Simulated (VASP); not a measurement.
Runs of VASP 6.6.1 on BeS. The structure is that of space group F-43m (No. 216), or close to it. The cells are those of the table. 

```csv
task,level,cell,k mesh,cutoff (eV),smearing,gap on the mesh (eV),pressure (GPa)
electric field gradients,PBE,"a = 3.429 Å, angles 60.0°, 2 atoms",13 × 13 × 13,520,fermi-dirac 0.02 eV,3.16,1.6
electric field gradients,PBE,"a = 3.429 Å, angles 60.0°, 2 atoms",9 × 9 × 9,520,fermi-dirac 0.02 eV,3.20,1.6
electric field gradients,PBE,"a = 3.406 Å, angles 60.0°, 2 atoms",9 × 9 × 9,520,fermi-dirac 0.02 eV,3.16,3.6
single point,PBE,"a = 3.475 Å, angles 60.0°, 2 atoms",9 × 9 × 9,520,fermi-dirac 0.02 eV,(b),-2.0
electric field gradients,PBEsol,"a = 3.475 Å, angles 60.0°, 2 atoms",9 × 9 × 9,520,fermi-dirac 0.02 eV,3.11,-4.0
single point,PBE,"a = 3.406 Å, angles 60.0°, 2 atoms",9 × 9 × 9,520,fermi-dirac 0.02 eV,3.16,3.6
electric field gradients,r2SCAN,"a = 3.429 Å, angles 60.0°, 2 atoms",9 × 9 × 9,520,fermi-dirac 0.02 eV,3.67,1.4
single point,PBEsol,"a = 3.429 Å, angles 60.0°, 2 atoms",9 × 9 × 9,600,fermi-dirac 0.02 eV,(c),(a)
single point,PBEsol,"a = 3.475 Å, angles 60.0°, 2 atoms",9 × 9 × 9,520,fermi-dirac 0.02 eV,3.11,-4.0
single point,PBE,"a = 3.452 Å, angles 60.0°, 2 atoms",9 × 9 × 9,520,fermi-dirac 0.02 eV,3.25,-0.3
single point,PBE,"a = 3.429 Å, angles 60.0°, 2 atoms",7 × 7 × 7,520,fermi-dirac 0.02 eV,3.26,1.6
single point,PBE,"a = 3.429 Å, angles 60.0°, 2 atoms",9 × 9 × 9,520,gaussian 0.05 eV,3.20,1.6
```

Alike in all rows: potentials or basis VASP PAW PBE potentials, release 64 (Be, S); no spin polarisation.

Task: Estimate the missing entries.

Result: (a) -0.5; (b) 3.29; (c) 3.03.

Caveats: the PAW data sets were made with another functional, which shifts forces and pressure a little (some runs).

A k mesh can miss the band edges.
